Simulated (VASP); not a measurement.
## CaO: single point with b88 exchange, pbe correlation

The system is CaO.

```xyz
2
Lattice="0.0000 2.4195 2.4195 2.4195 0.0000 2.4195 2.4195 2.4195 0.0000" Properties=species:S:1:pos:R:3 pbc="T T T"
Ca    0.0000    0.0000    0.0000
O     2.4195    2.4195    2.4195
```

| Quantity | Value |
| --- | --- |
| Program | VASP 6.6.1 |
| Task | single point |
| Functional | b88 exchange, pbe correlation |
| Potentials or basis | VASP PAW PBE potentials, release 64 (Ca_sv, O) |
| Cutoff | 600 eV |
| k mesh | 10 × 10 × 10 |
| Occupations | fermi-dirac, width 0.05 eV |
| Spin | no spin polarisation |
| Dipole correction | no |
| Further INCAR settings | ALGO = Normal; EDIFF = 1e-06; NBANDS = 15 |

The pressure is -0.2 GPa. The band gap on the k mesh is 3.67 eV (least direct gap 4.05 eV).

Levels at points of the mesh, in eV from the valence-band top:
```csv
k point,band 4,band 5,band 6,band 7,band 8,band 9,band 10,band 11,band 12,band 13
"(0.00, 0.00, 0.00)",-18.51,-15.49,0.00,0.00,0.00,4.59,6.19,6.19,6.19,7.64
"(0.50, 0.00, 0.00)",-18.57,-14.38,-2.58,-1.16,-1.16,6.97,8.25,8.25,8.38,10.24
"(0.50, 0.50, 0.00)",-18.73,-15.25,-1.31,-0.38,-0.38,3.67,7.90,8.77,9.40,9.40
```

It took 24 s on 1 thread of Intel(R) Xeon(R) Platinum 8488C (Sapphire Rapids) (shared host), peak memory 0.17 GiB.

Caveat: the PAW data sets were made with another functional, which shifts forces and pressure a little. A k mesh can miss the band edges.
